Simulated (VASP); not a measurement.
# I (P1) in VASP: single point with LDA

Aim: the single point of I with LDA.

Everything below comes from runs of VASP 6.6.1. Logs are shortened: lines on timing, memory, paths and dates and some standing lists are left out, and cuts for length are marked.

## Step 1: The cell of the first run

The typed cell holds 4 atoms: a = 4.353 Å, b = 4.353 Å, c = 9.793 Å, α = 90.00°, β = 90.00°, γ = 66.76°.

## Step 2: Single point, LDA

The input, INCAR:

```
PREC = Accurate
ENCUT = 520
EDIFF = 1E-6
ISMEAR = -1
SIGMA = 0.08
LREAL = F
LASPH = T
NELM = 60
ALGO = Normal
ISIF = 2
LWAVE = F
LCHARG = T
GGA = CA
LELF = T
LVHAR = T
NBANDS = 22
```

The input, KPOINTS:

```
regular mesh
0
Gamma
  5 5 2
```

The input, POSCAR:

```
I
1.0
    3.6350350000     -2.3950200000      0.0000000000
    3.6350350000      2.3950200000      0.0000000000
    0.0000000000      0.0000000000      9.7934400000
I
4
Direct
    0.8527408972      0.1678564286      0.8800224436
    0.3590162429      0.6299910156      0.6168068626
    0.1238082240      0.8420894909      0.1201225514
    0.6644348447      0.3600628562      0.3830481424
```

Potentials or basis: VASP PAW LDA potentials, release 64 (I).

Command:

```
$ cat potpaw_LDA.64/I/POTCAR > POTCAR
$ mpirun -np 1 vasp_std > vasp.out
```

OUTCAR:

```text
PREC = Accurate
   ENCUT = 520
   EDIFF = 1E-6
   ISMEAR = -1
   LREAL = F
   LASPH = T
   NELM = 60
   ISIF = 2
   GGA = CA

 ion  position               nearest neighbor table
   1  0.853  0.168  0.880-   3 2.76   2 3.45
   2  0.359  0.630  0.617-   4 2.68   1 3.45
   3  0.124  0.842  0.120-   1 2.76   4 3.49   4 3.56
   4  0.664  0.360  0.383-   2 2.68   3 3.49   3 3.56

  LATTYP: Found a base centered orthorhombic cell.
 ALAT       =     4.7900400000
 B/A-ratio  =     1.5177472422
 C/A-ratio  =     2.0445424255

  Lattice vectors:

 A1 = (  -3.6350350000,  -2.3950200000,   0.0000000000)
 A2 = (   3.6350350000,  -2.3950200000,   0.0000000000)
 A3 = (   0.0000000000,   0.0000000000,   9.7934400000)

Analysis of symmetry for initial positions (statically):
=====================================================================
 Subroutine PRICEL returns:
 Original cell was already a primitive cell.

 Routine SETGRP: Setting up the symmetry group for a
 base centered orthorhombic supercell.

 Subroutine GETGRP returns: Found  1 space group operations
 (whereof  1 operations were pure point group operations)
 out of a pool of  8 trial point group operations.

The static configuration has the point symmetry C_1 .

Analysis of symmetry for dynamics (positions and initial velocities):
=====================================================================
 Subroutine PRICEL returns:
 Original cell was already a primitive cell.

 Routine SETGRP: Setting up the symmetry group for a
 base centered orthorhombic supercell.

 Subroutine GETGRP returns: Found  1 space group operations
 (whereof  1 operations were pure point group operations)
 out of a pool of  8 trial point group operations.

The dynamic configuration has the point symmetry C_1 .

 Subroutine INISYM returns: Found  1 space group operations
 (whereof  1 operations are pure point group operations),
 and found     1 'primitive' translations

----------------------------------------------------------------------------------------

                                     Primitive cell

  volume of cell :     170.5230

  direct lattice vectors                    reciprocal lattice vectors
[... 81 lines left out ...]
 SYSTEM =  unknown system
   PREC   = accura    normal or accurate (medium, high low for compatibility)
   ISTART =      0    job   : 0-new  1-cont  2-samecut
   ICHARG =      2    charge: 1-file 2-atom 10-const
   ISPIN  =      1    spin polarized calculation?
   LNONCOLLINEAR =      F non collinear calculations
   LSORBIT =      F    spin-orbit coupling
   LASPH  =      T    aspherical Exc in radial PAW
   ENCUT  =  520.0 eV  38.22 Ry    6.18 a.u.   8.09  8.09 18.21*2*pi/ulx,y,z
   NELM   =     60;   NELMIN=  2; NELMDL= -5     # of ELM steps
   EDIFF  = 0.1E-05   stopping-criterion for ELM
   LREAL  =      F    real-space projection
   EDIFFG = 0.1E-04   stopping-criterion for IOM
   NSW    =      0    number of steps for IOM
   IBRION =     -1    ionic relax: 0-MD 1-quasi-New 2-CG
   NFREE  =      0    steps in history (QN), initial steepest desc. (CG)
   ISIF   =      2    stress and relaxation
   ISYM   =      2    0-nonsym 1-usesym 2-fastsym
   POTIM  = 0.5000    time-step for ionic-motion
   TEBEG  =    0.0;   TEEND  =   0.0 temperature during run
   PSTRESS=    0.0 pullay stress
   NELECT =      28.0000    total number of electrons
   NUPDOWN=      -1.0000    fix difference up-down
   EMIN   =  10.00;   EMAX   =-10.00  energy-range for DOS
   EFERMI =   0.00;   METHOD = LEGACY
   ISMEAR =    -1;   SIGMA  =   0.08  broadening in eV -4-tet -1-fermi 0-gaus
   EFERMI_NEDOS =   21; number of points for ismear=-14 and -15
   IALGO  =     38    algorithm
   IMIX   =      4    mixing-type and parameters
     AMIX     =   0.40;   BMIX     =  1.00
     AMIX_MAG =   1.60;   BMIX_MAG =  1.00
  volume/ion in A,a.u.               =      42.63       287.69
  Fermi-wavevector in a.u.,A,eV,Ry     =   0.896465  1.694073 10.934307  0.803649
  Thomas-Fermi vector in A             =   2.018926
   LORBIT       =      0    0 simple, 1 ext, 2 COOP (PROOUT), +10 PAW based schemes
   GGA     = CA    functional components
   LHFCALC =     F    Hartree Fock is set to
   AEXX    =    0.0000 exact exchange contribution
   IVDW    =     0    specifies the selected vdW correction
   LEPSILON=     F    determine dielectric tensor
   LRPA    =     F    only Hartree local field effects (RPA)
 non-spin polarized calculation
  energy-cutoff  :      520.00
  volume of cell :      170.52
 maximum number of plane-waves:      4625
   NGX = 17   NGY = 17   NGZ = 37

 number of electron      27.9999999 magnetization

 Free energy of the ion-electron system (eV)
  ---------------------------------------------------
  ext. energy  EPLUGINS =         0.00000000
  ---------------------------------------------------
  free energy    TOTEN  =        -7.81371997 eV

  energy without entropy =       -7.81328210  energy(sigma->0) =       -7.81350103

 E-fermi :   2.9392     XC(G=0):  -8.3871

 val. band max:        2.3761050299   @ k =   0.0000  -0.4000   0.5000
 cond. band min:       3.4754998705   @ k =   0.4000   0.4000   0.0000
 fundamental gap:      1.0993948407
 Fermi energy:         2.9391875945

 k-point     1 :       0.0000    0.0000    0.0000
  band No.  band energies     occupation
      1     -11.2668      2.00000
      2     -10.6349      2.00000
      3      -9.3201      2.00000
      4      -8.2976      2.00000
      5      -2.2140      2.00000
      6      -0.7714      2.00000
[... 589 lines left out ...]
     21       9.8322      0.00000
     22       9.8739      0.00000

 [... further k-points ...]
[... 5 lines left out ...]
  --------------------------------------------------------------------------------------
  -------------------------------------------------------------------------------------
  Total       -0.8386996     -1.9597537     -1.3576802     -0.0601940      0.8855848     -0.0728651
  in kB       -7.8801416    -18.4131919    -12.7563100     -0.5655632      8.3206595     -0.6846165
  external PRESSURE =     -13.0165478 kB  Pullay stress =       0.0000000 kB

 VOLUME and BASIS-vectors are now :
 -----------------------------------------------------------------------------
  energy-cutoff  :      520.00
  volume of cell :      170.52
      direct lattice vectors                 reciprocal lattice vectors
     3.635035000 -2.395020000  0.000000000     0.137550257 -0.208766524  0.000000000
     3.635035000  2.395020000  0.000000000     0.137550257  0.208766524  0.000000000
     0.000000000  0.000000000  9.793440000     0.000000000  0.000000000  0.102109167

 POSITION                                       TOTAL-FORCE (eV/Angst)
 -----------------------------------------------------------------------------------
      3.70991     -1.64031      8.61845        -0.116552      0.024494     -0.098673
      3.59508      0.64899      6.04066         0.064633      0.346300      0.695779
      3.51107      1.72030      1.17641         0.134642      0.027752      0.082050
      3.72409     -0.72898      3.75136        -0.082722     -0.398546     -0.679156
 -----------------------------------------------------------------------------------
    total drift:                               -0.000031     -0.000002      0.000005

  FREE ENERGIE OF THE ION-ELECTRON SYSTEM (eV)
  ---------------------------------------------------
  free  energy   TOTEN  =        -7.8137199664 eV

  energy  without entropy=       -7.8132820986  energy(sigma->0) =       -7.81350103
```

stdout:

```text
POSCAR found type information on POSCAR I
 POSCAR found :  1 types and       4 ions
 scaLAPACK will be used
 LDA part: xc-table for (Slater(with rela. corr.)+CA(PZ))
 , standard interpolation
 POSCAR, INCAR and KPOINTS ok, starting setup
 FFT: planning ... GRIDC
 FFT: planning ... GRID_SOFT
 FFT: planning ... GRID
 WAVECAR not read
 entering main loop
```

Wall time 2.1 min (1 thread of Intel Xeon 8259CL, shared host); peak memory 0.25 GiB.

What came out:

```
Free energy            : -7.8137 eV
Pressure               : -1.3 GPa
Largest force          : 0.792 eV/Å
Band gap on the k mesh : 1.10 eV (least direct gap 1.19 eV)
```

Forces in eV/Å, atoms in the order of the input:
```
I   -0.117  0.024 -0.099
I    0.065  0.346  0.696
I    0.135  0.028  0.082
I   -0.083 -0.399 -0.679
```

Caveat: spin-orbit coupling is left out, which moves the levels of the heavy elements. A k mesh can miss the band edges.
